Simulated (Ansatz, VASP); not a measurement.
# One calculation of Li2Ru, two programs

The input INCAR:

```
  PREC = Accurate
  ENCUT = 600
  EDIFF = 1E-6
  ISMEAR = 0
  SIGMA = 0.1
  LREAL = F
  LASPH = T
  NELM = 100
  ALGO = Fast
  ISIF = 3
  LWAVE = F
  LCHARG = F
  GGA = PE
  IBRION = 2
  NSW = 100
  EDIFFG = -0.01
```

File KPOINTS:

```
regular mesh
0
Gamma
  8 8 8
```

The input POSCAR:

```
Li2Ru
1.0
    5.3887866419      0.0000000000      0.0000000000
    0.0000000000      5.3887866419      0.0000000000
    0.0000000000      0.0000000000      5.3887866419
Li Ru
4 2
Direct
    0.2500000000      0.2500000000      0.2500000000
    0.2500000000      0.7500000000      0.7500000000
    0.7500000000      0.7500000000      0.2500000000
    0.7500000000      0.2500000000      0.7500000000
    0.0000000000      0.0000000000      0.0000000000
    0.5000000000      0.5000000000      0.5000000000
```

Input for Ansatz:

```yaml
crystal:
  lattice:
    - [5.3887866419, 0.0, 0.0]
    - [0.0, 5.3887866419, 0.0]
    - [0.0, 0.0, 5.3887866419]
  atoms:
    - { symbol: Li, position: [0.25, 0.25, 0.25] }
    - { symbol: Li, position: [0.25, 0.75, 0.75] }
    - { symbol: Li, position: [0.75, 0.75, 0.25] }
    - { symbol: Li, position: [0.75, 0.25, 0.75] }
    - { symbol: Ru, position: [0.0, 0.0, 0.0] }
    - { symbol: Ru, position: [0.5, 0.5, 0.5] }
basis:
  ecutwfc: 420
kpoints:
  mp_grid: { grid: [8, 8, 8] }
hamiltonian:
  xc: pbe
scf:
  occupations: { method: gaussian, width: 0.1 }
output:
  forces: true
  stress: true
  eigenvalues: true
  write_density: true
  write_potential: true
  elf: true
  volumetric_format: npy
relax:
  adjacent_minimum: "off"
  f_tol: 0.01
  max_steps: 80
  cell: { stress_tol: 0.05 }
```

Alike in both runs: task relaxation of cell and atoms; functional PBE; k mesh 8 × 8 × 8; occupations gaussian, width 0.1 eV; no spin polarisation.

|  | VASP | Ansatz |
| --- | --- | --- |
| version | VASP 6.6.1 | Ansatz 0.2.0 |
| potentials or method | VASP PAW PBE potentials, release 64 (Li_sv, Ru_pv), cutoff 600 eV | scalar-relativistic, plane waves, PAW |
| valence electrons in the cell | 40 | 44 |

```tsv
	VASP	Ansatz	Ansatz less VASP
gap on the k mesh at the Fermi level, each at its own relaxed structure (eV)	none	none	-
relaxed volume (Å³/atom)	26.44	26.61	+0.174
relaxed cell length with the largest relative difference (Å)	5.413	5.425	+0.0118
```

A gap of «none» marks a metal or a gap that the smearing closes. VASP's potentials hold 40 valence electrons a cell and Ansatz's 44, so a difference there can come from the potentials and not from the codes.

Noted on VASP's run: the cutoff is short for stress, so the pressure is rough.
